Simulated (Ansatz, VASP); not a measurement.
## AsSe2: VASP beside Ansatz

```
CELL_PARAMETERS angstrom
3.82101 0.00000 0.00000
0.00000 3.82101 0.00000
0.00000 0.00000 5.42190
ATOMIC_POSITIONS crystal
As 0.00000 0.00000 0.00000
Se 0.00000 0.50000 0.30202
Se 0.50000 0.00000 0.69798
```

Change from the starting cell: species swapped into the Ta2H type (C222, No. 21).

Alike in both runs: functional PBE; k mesh 12 × 12 × 10; occupations gaussian, width 0.1 eV; no spin polarisation.

Ansatz relaxed the structure, and its values are those at the end. VASP's run is a single point on that final structure, the one shown.

```csv
,VASP,Ansatz
version,VASP 6.6.1,Ansatz 0.2.0
potentials or method,"VASP PAW PBE potentials, release 64 (As, Se), cutoff 520 eV","scalar-relativistic, plane waves, PAW"
valence electrons in the cell,17,47
```

```tsv
	VASP	Ansatz	Ansatz less VASP
gap on the k mesh at the Fermi level (eV)	none	none	-
pressure (GPa)	0.1	0.0	-0.10
rms of the force components (eV/Å)	0.006	0.002	-0.0043
```

A gap of «none» marks a metal or a gap that the smearing closes. The functional is the same, so the differences come from potentials, cutoffs and numerics. VASP's potentials hold 17 valence electrons a cell and Ansatz's 47, so a difference there can come from the potentials and not from the codes.
